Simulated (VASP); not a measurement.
# SrPrI (P4/mmm) in VASP: a series of runs

The runs below take SrPrI through relaxation of cell and atoms, single point, with PBE.

Everything below comes from runs of VASP 6.6.1. Logs are shortened: lines on timing, memory, paths and dates and some standing lists are left out, and cuts for length are marked.

### 1 The cell of the first run

The structure is tetragonal, space group P4/mmm (No. 123). Conventional cell: a = 5.244 Å, b = 5.244 Å, c = 6.225 Å, α = 90.00°, β = 90.00°, γ = 90.00°. Within 4.9 Å of Sr (site symmetry 4/mmm) lie 4 Pr at 3.71 Å and 8 I at 4.84 Å. Pr (site symmetry 4/mmm) has 2 I at 3.11 Å and 4 Sr at 3.71 Å within 4.1 Å. I (site symmetry 4/mmm) has 2 Pr at 3.11 Å within 4.1 Å.

The cell was built from a structure type or drawn by symmetry, and may not be a known phase.

### 2 Relaxation of cell and atoms, PBE

Contents of INCAR:

```
SYSTEM = SrPrI
  PREC = Accurate
  ENCUT = 500
  EDIFF = 1E-7
  ISMEAR = 0
  SIGMA = 0.1
  LREAL = .FALSE.
  LASPH = .TRUE.
  NELM = 200
  ALGO = Normal
  ISIF = 3
  LWAVE = .FALSE.
  LCHARG = .FALSE.
  GGA = PE
  IBRION = 2
  NSW = 100
  EDIFFG = -0.01
  GGA_COMPAT = .FALSE.
  NELMIN = 4
  LMAXMIX = 6
```

Contents of KPOINTS:

```
Automatic mesh
0
G
  10 10 8
  0 0 0
```

Contents of POSCAR:

```
SrPrI
1.0
    5.2442052380      0.0000000000      0.0000000000
    0.0000000000      5.2442052380      0.0000000000
    0.0000000000      0.0000000000      6.2246545121
Sr Pr I
1 1 1
Direct
    0.5000000000      0.5000000000      0.5000000000
    0.0000000000      0.0000000000      0.5000000000
    0.0000000000      0.0000000000      0.0000000000
```

Potentials or basis: VASP PAW PBE potentials, release 64 (Sr_sv, Pr_3, I), 4f in core.

Launch:

```bash
cat potpaw_PBE.64/Sr_sv/POTCAR potpaw_PBE.64/Pr_3/POTCAR potpaw_PBE.64/I/POTCAR > POTCAR
mpirun -np 1 vasp_std > vasp.out
```

OUTCAR:

```text
SYSTEM = SrPrI
   PREC = Accurate
   ENCUT = 500
   EDIFF = 1E-7
   ISMEAR = 0
   LREAL = .FALSE.
   LASPH = .TRUE.
   NELM = 200
   ISIF = 3
   GGA = PE
   IBRION = 2
   NSW = 100
   EDIFFG = -0.01
   NELMIN = 4

 ion  position               nearest neighbor table
   1  0.500  0.500  0.500-   2 3.71   2 3.71   2 3.71   2 3.71
   2  0.000  0.000  0.500-   3 3.11   3 3.11   1 3.71   1 3.71   1 3.71   1 3.71
   3  0.000  0.000  0.000-   2 3.11   2 3.11

  LATTYP: Found a simple tetragonal cell.
 ALAT       =     5.2442052380
 C/A-ratio  =     1.1869586009

  Lattice vectors:

 A1 = (   5.2442052380,   0.0000000000,   0.0000000000)
 A2 = (   0.0000000000,   5.2442052380,   0.0000000000)
 A3 = (   0.0000000000,   0.0000000000,   6.2246545121)

Analysis of symmetry for initial positions (statically):
=====================================================================
 Subroutine PRICEL returns:
 Original cell was already a primitive cell.

 Routine SETGRP: Setting up the symmetry group for a
 simple tetragonal supercell.

 Subroutine GETGRP returns: Found 16 space group operations
 (whereof 16 operations were pure point group operations)
 out of a pool of 16 trial point group operations.

The static configuration has the point symmetry D_4h.

Analysis of symmetry for dynamics (positions and initial velocities):
=====================================================================
 Subroutine PRICEL returns:
 Original cell was already a primitive cell.

 Routine SETGRP: Setting up the symmetry group for a
 simple tetragonal supercell.

 Subroutine GETGRP returns: Found 16 space group operations
 (whereof 16 operations were pure point group operations)
 out of a pool of 16 trial point group operations.

The dynamic configuration has the point symmetry D_4h.

 Subroutine INISYM returns: Found 16 space group operations
 (whereof 16 operations are pure point group operations),
 and found     1 'primitive' translations

----------------------------------------------------------------------------------------

                                     Primitive cell

  volume of cell :     171.1885

  direct lattice vectors                    reciprocal lattice vectors
     5.244205238  0.000000000  0.000000000     0.190686664  0.000000000  0.000000000
     0.000000000  5.244205238  0.000000000     0.000000000  0.190686664  0.000000000
     0.000000000  0.000000000  6.224654512     0.000000000  0.000000000  0.160651486

  length of vectors
     5.244205238  5.244205238  6.224654512     0.190686664  0.190686664  0.160651486

  position of ions in fractional coordinates (direct lattice)
     0.500000000  0.500000000  0.500000000
     0.000000000  0.000000000  0.500000000
     0.000000000  0.000000000  0.000000000

  ion indices of the primitive-cell ions
   primitive index   ion index
                 1           1
                 2           2
                 3           3

----------------------------------------------------------------------------------------

 KPOINTS: Automatic mesh

Automatic generation of k-mesh.
 Grid dimensions read from file:
 generate k-points for:   10   10    8

 Generating k-lattice:

  Cartesian coordinates                     Fractional coordinates (reciprocal lattice)
     0.019068666  0.000000000  0.000000000     0.100000000  0.000000000  0.000000000
     0.000000000  0.019068666  0.000000000     0.000000000  0.100000000  0.000000000
     0.000000000  0.000000000  0.020081436     0.000000000  0.000000000  0.125000000

  Length of vectors
     0.019068666  0.019068666  0.020081436

  Shift w.r.t. Gamma in fractional coordinates (k-lattice)
     0.000000000  0.000000000  0.000000000

 Subroutine IBZKPT returns following result:
 ===========================================

 Found    105 irreducible k-points:

 Following reciprocal coordinates:
            Coordinates               Weight
  0.000000  0.000000  0.000000      1.000000
  0.100000  0.000000  0.000000      4.000000
  0.200000  0.000000  0.000000      4.000000
  0.300000  0.000000  0.000000      4.000000
  0.400000  0.000000  0.000000      4.000000
  0.500000  0.000000  0.000000      2.000000
[... 16 lines left out ...]
  0.100000  0.000000  0.125000      8.000000
  0.200000  0.000000  0.125000      8.000000
 [... further k-points ...]
   k-points           NKPTS =    105   k-points in BZ     NKDIM =    105   number of bands    NBANDS=     18
   number of dos      NEDOS =    301   number of ions     NIONS =      3
   total plane-waves  NPLWV =  76800
   dimension x,y,z NGX =    40 NGY =   40 NGZ =   48
   dimension x,y,z NGXF=    80 NGYF=   80 NGZF=   96
   ions per type =               1   1   1
   NGX,Y,Z   is equivalent  to a cutoff of  12.68, 12.68, 12.82 a.u.
   NGXF,Y,Z  is equivalent  to a cutoff of  25.36, 25.36, 25.64 a.u.
 SYSTEM =  SrPrI
   PREC   = accura    normal or accurate (medium, high low for compatibility)
   ISTART =      0    job   : 0-new  1-cont  2-samecut
   ICHARG =      2    charge: 1-file 2-atom 10-const
   ISPIN  =      1    spin polarized calculation?
   LNONCOLLINEAR =      F non collinear calculations
   LSORBIT =      F    spin-orbit coupling
   LASPH  =      T    aspherical Exc in radial PAW
   ENCUT  =  500.0 eV  36.75 Ry    6.06 a.u.   9.56  9.56 11.35*2*pi/ulx,y,z
   NELM   =    200;   NELMIN=  4; NELMDL= -5     # of ELM steps
   EDIFF  = 0.1E-06   stopping-criterion for ELM
   LREAL  =      F    real-space projection
   EDIFFG = -.1E-01   stopping-criterion for IOM
   NSW    =    100    number of steps for IOM
   IBRION =      2    ionic relax: 0-MD 1-quasi-New 2-CG
   NFREE  =      1    steps in history (QN), initial steepest desc. (CG)
   ISIF   =      3    stress and relaxation
   ISYM   =      2    0-nonsym 1-usesym 2-fastsym
   POTIM  = 0.5000    time-step for ionic-motion
   TEBEG  =    0.0;   TEEND  =   0.0 temperature during run
   PSTRESS=    0.0 pullay stress
   NELECT =      28.0000    total number of electrons
   NUPDOWN=      -1.0000    fix difference up-down
   EMIN   =  10.00;   EMAX   =-10.00  energy-range for DOS
   EFERMI =   0.00;   METHOD = LEGACY
   ISMEAR =     0;   SIGMA  =   0.10  broadening in eV -4-tet -1-fermi 0-gaus
   EFERMI_NEDOS =   21; number of points for ismear=-14 and -15
   IALGO  =     38    algorithm
   IMIX   =      4    mixing-type and parameters
     AMIX     =   0.40;   BMIX     =  1.00
     AMIX_MAG =   1.60;   BMIX_MAG =  1.00
  volume/ion in A,a.u.               =      57.06       385.08
  Fermi-wavevector in a.u.,A,eV,Ry     =   0.895301  1.691874 10.905950  0.801565
  Thomas-Fermi vector in A             =   2.017616
   LORBIT       =      0    0 simple, 1 ext, 2 COOP (PROOUT), +10 PAW based schemes
   GGA     = PE    functional components
   LHFCALC =     F    Hartree Fock is set to
   AEXX    =    0.0000 exact exchange contribution
   IVDW    =     0    specifies the selected vdW correction
   LEPSILON=     F    determine dielectric tensor
   LRPA    =     F    only Hartree local field effects (RPA)
 conjugate gradient relaxation of ions
 non-spin polarized calculation
 Gauss-broadening in eV      SIGMA  =   0.10
  energy-cutoff  :      500.00
  volume of cell :      171.19
 maximum number of plane-waves:      4403
 NGX is ok and might be reduce to    40
   NGX = 19   NGY = 19   NGZ = 23

--------------------------------------- Ionic step        1  -------------------------------------------

 number of electron      27.9999999 magnetization

 Free energy of the ion-electron system (eV)
  ---------------------------------------------------
  ext. energy  EPLUGINS =         0.00000000
  ---------------------------------------------------
  free energy    TOTEN  =        -8.19790781 eV

  energy without entropy =       -8.17584858  energy(sigma->0) =       -8.18687819

------------------------ aborting loop because EDIFF is reached ----------------------------------------

  FORCE on cell =-STRESS in cart. coord.  units (eV):
  Direction    XX          YY          ZZ          XY          YZ          ZX
  --------------------------------------------------------------------------------------
  -------------------------------------------------------------------------------------
  Total       -0.2050413     -0.2050413     -0.1002778      0.0000000      0.0000000     -0.0000000
  in kB       -1.9190105     -1.9190105     -0.9385137      0.0000000      0.0000000     -0.0000000
  external PRESSURE =      -1.5921783 kB  Pullay stress =       0.0000000 kB

 VOLUME and BASIS-vectors are now :
 -----------------------------------------------------------------------------
  energy-cutoff  :      500.00
  volume of cell :      171.19
      direct lattice vectors                 reciprocal lattice vectors
     5.244205238  0.000000000  0.000000000     0.190686664  0.000000000  0.000000000
     0.000000000  5.244205238  0.000000000     0.000000000  0.190686664  0.000000000
     0.000000000  0.000000000  6.224654512     0.000000000  0.000000000  0.160651486
[... 112 lines left out ...]
 POSITION                                       TOTAL-FORCE (eV/Angst)
 -----------------------------------------------------------------------------------
      2.59715      2.59715      3.10894         0.000000     -0.000000      0.000000
      0.00000      0.00000      3.10894         0.000000      0.000000      0.000000
      0.00000      0.00000     -0.00000         0.000000      0.000000      0.000000
 -----------------------------------------------------------------------------------
    total drift:                                0.000000      0.000000     -0.000000

  FREE ENERGIE OF THE ION-ELECTRON SYSTEM (eV)
  ---------------------------------------------------
  free  energy   TOTEN  =        -8.1999303321 eV

  energy  without entropy=       -8.1790126549  energy(sigma->0) =       -8.18947149

--------------------------------------- Ionic step        5  -------------------------------------------

 number of electron      27.9999999 magnetization

 Free energy of the ion-electron system (eV)
  ---------------------------------------------------
  ext. energy  EPLUGINS =         0.00000000
  ---------------------------------------------------
  free energy    TOTEN  =        -8.19994616 eV

  energy without entropy =       -8.17898482  energy(sigma->0) =       -8.18946549

 E-fermi :   2.0464     XC(G=0):  -7.1240

 val. band max:        2.0375631354   @ k =   0.4000   0.1000   0.0000
 cond. band min:       2.0570972249   @ k =   0.3000   0.3000   0.1250
 fundamental gap:      0.0195340894
 Fermi energy:         2.0463789735

 k-point     1 :       0.0000    0.0000    0.0000
  band No.  band energies     occupation
      1     -35.2875      2.00000
      2     -34.6600      2.00000
      3     -17.4299      2.00000
      4     -17.2465      2.00000
      5     -17.2465      2.00000
      6     -16.7667      2.00000
[... 10 lines left out ...]
     17       2.5289      0.00000
     18       3.2123      0.00000
[... 463 lines left out ...]
 k-point    24 :       0.2000    0.0000    0.1250
  band No.  band energies     occupation
      1     -35.2866      2.00000
      2     -34.6608      2.00000
      3     -17.4356      2.00000
      4     -17.2304      2.00000
      5     -17.2249      2.00000
      6     -16.7682      2.00000
[... 10 lines left out ...]
     17       2.7628      0.00000
     18       3.4032      0.00000

 [... further k-points ...]

------------------------ aborting loop because EDIFF is reached ----------------------------------------

  FORCE on cell =-STRESS in cart. coord.  units (eV):
  Direction    XX          YY          ZZ          XY          YZ          ZX
  --------------------------------------------------------------------------------------
  -------------------------------------------------------------------------------------
  Total       -0.0061491     -0.0061491     -0.0089492      0.0000000      0.0000000      0.0000000
  in kB       -0.0587074     -0.0587074     -0.0854413      0.0000000      0.0000000      0.0000000
  external PRESSURE =      -0.0676187 kB  Pullay stress =       0.0000000 kB

 VOLUME and BASIS-vectors are now :
 -----------------------------------------------------------------------------
  energy-cutoff  :      500.00
  volume of cell :      167.81
      direct lattice vectors                 reciprocal lattice vectors
     5.196481858 -0.000000000 -0.000000000     0.192437889  0.000000000  0.000000000
     0.000000000  5.196481858 -0.000000000    -0.000000000  0.192437889 -0.000000000
     0.000000000  0.000000000  6.214557837     0.000000000  0.000000000  0.160912494

 POSITION                                       TOTAL-FORCE (eV/Angst)
 -----------------------------------------------------------------------------------
      2.59824      2.59824      3.10728         0.000000     -0.000000      0.000000
      0.00000      0.00000      3.10728         0.000000      0.000000      0.000000
      0.00000      0.00000      6.21456         0.000000      0.000000      0.000000
 -----------------------------------------------------------------------------------
    total drift:                                0.000000      0.000000     -0.000000

  FREE ENERGIE OF THE ION-ELECTRON SYSTEM (eV)
  ---------------------------------------------------
  free  energy   TOTEN  =        -8.1999461608 eV

  energy  without entropy=       -8.1789848180  energy(sigma->0) =       -8.18946549

 reached required accuracy - stopping structural energy minimisation
```

Run time: 6.7 min. Hardware: 1 thread of Intel Xeon 6975P-C (Granite Rapids), shared host; peak memory 0.59 GiB.

Results:

```yaml
Free_energy: -8.1999 eV
Relaxed_volume: 55.94 Å³/atom
Relaxed_cell: a = 5.196 Å, b = 5.196 Å, c = 6.215 Å, α = 90.00°, β = 90.00°, γ = 90.00°
Space_group_after_relaxing_to_0.1_Å: P4/mmm (No. 123)
Energy_gained_by_relaxing: 0.7 meV/atom
Ionic_steps: 5
Pressure_after_relaxing: 0.0 GPa
Band_gap_on_the_k_mesh: zero (bands 14 and 15 overlap by 0.45 eV)
```

Step by step:
| step | energy change (eV) | largest force (eV/Å) | pressure (GPa) | volume (Å³) |
| --- | --- | --- | --- | --- |
| 1 | 0.0000 | 0.0000 | -0.16 | 171.19 |
| 2 | -0.0012 | 0.0000 | -0.08 | 169.79 |
| 3 | -0.0018 | 0.0000 | 0.02 | 168.01 |
| 4 | -0.0020 | 0.0000 | -0.01 | 167.76 |
| 5 | -0.0020 | 0.0000 | -0.01 | 167.81 |

Final structure:
```cif
data_structure
_symmetry_space_group_name_H-M 'P 1'
_symmetry_Int_Tables_number 1
_cell_length_a 5.1965
_cell_length_b 5.1965
_cell_length_c 6.2146
_cell_angle_alpha 90.000
_cell_angle_beta 90.000
_cell_angle_gamma 90.000
_cell_volume 167.81
loop_
_atom_site_label
_atom_site_type_symbol
_atom_site_fract_x
_atom_site_fract_y
_atom_site_fract_z
_atom_site_occupancy
Sr1 Sr 0.50000 0.50000 0.50000 1
Pr1 Pr 0.00000 0.00000 0.50000 1
I1 I 0.00000 0.00000 0.00000 1
```

Caveat: spin-orbit coupling is left out, which moves the levels of the heavy elements; the 4f electrons are frozen in the core, so they carry no moment and show no levels; the run has no spin polarisation, though such a crystal can be magnetic. Spin polarisation is off, so any magnetic state and its effect on volume and gap are missing.

### 3 Single point, PBE

This run uses another cell than the first one, of 42.56 Å³/atom.

Contents of INCAR:

```
SYSTEM = SrPrI
PREC = Accurate ; ENCUT = 500
EDIFF = 1E-6 ; ISMEAR = 0
SIGMA = 0.1 ; LREAL = .False.
LASPH = .True. ; NELM = 200
ALGO = Normal ; ISIF = 2
LWAVE = .False. ; LCHARG = .True.
GGA = PE ; LELF = .True.
LVHAR = .True. ; NBANDS = 21
GGA_COMPAT = .False. ; LMAXMIX = 6
```

Contents of KPOINTS:

```
regular mesh
0
Gamma
  4 4 4
  0 0 0
```

Contents of POSCAR:

```
SrPrI
1.0
    4.6926676000      0.0000000000      0.0000000000
    0.0000000000      4.6926676000      0.0000000000
    0.0000000000      0.0000000000      5.7984744900
Sr Pr I
1 1 1
Direct
    0.5000000000      0.5000000000      0.5000000000
    0.0000000000      0.0000000000      0.5000000000
    0.0000000000      0.0000000000      0.0000000000
```

Potentials or basis: VASP PAW PBE potentials, release 64 (Sr_sv, Pr_3, I), 4f in core.

Launch:

```bash
cat potpaw_PBE.64/Sr_sv/POTCAR potpaw_PBE.64/Pr_3/POTCAR potpaw_PBE.64/I/POTCAR > POTCAR
mpirun -np 1 vasp_std > vasp.out
```

Run time: 43 s. Hardware: 1 thread of Intel Xeon Platinum 8488C (Sapphire Rapids), shared host; peak memory 0.24 GiB.

The run converged. Its results:

```
Free energy            : -7.6500 eV
Pressure               : 5.3 GPa
Band gap on the k mesh : zero (bands 14 and 15 overlap by 1.14 eV)
```

Stress tensor (GPa, compression positive):
```
3.62 0.00 0.00
0.00 3.62 0.00
0.00 0.00 8.68
```

Levels at points of the mesh, in eV from the Fermi level:
| k point | band 10 | band 11 | band 12 | band 13 | band 14 | band 15 | band 16 | band 17 | band 18 | band 19 |
| --- | --- | --- | --- | --- | --- | --- | --- | --- | --- | --- |
| (0.00, 0.00, 0.00) | -3.64 | -3.49 | -3.49 | -2.44 | -1.51 | -0.15 | 0.49 | 0.49 | 1.26 | 2.65 |
| (0.50, 0.00, 0.00) | -4.55 | -3.54 | -3.39 | -0.53 | -0.19 | 0.68 | 1.08 | 1.43 | 2.27 | 2.36 |
| (0.50, 0.50, 0.00) | -4.26 | -4.26 | -3.38 | -0.74 | -0.69 | -0.69 | 0.44 | 1.52 | 2.81 | 2.92 |
| (0.00, 0.00, 0.50) | -5.69 | -3.86 | -3.86 | -2.13 | -1.43 | -0.13 | 1.00 | 2.05 | 2.05 | 3.15 |
| (0.50, 0.00, 0.50) | -5.53 | -4.75 | -3.72 | -0.32 | -0.13 | 1.24 | 1.54 | 2.02 | 2.67 | 2.73 |
| (0.50, 0.50, 0.50) | -5.44 | -4.66 | -4.66 | -0.46 | 0.45 | 1.26 | 1.26 | 1.79 | 1.79 | 2.00 |

Caveat: the cell stands under pressure; spin-orbit coupling is left out, which moves the levels of the heavy elements; the 4f electrons are frozen in the core, so they carry no moment and show no levels; the run has no spin polarisation, though such a crystal can be magnetic.

[end of part 1 of 2]
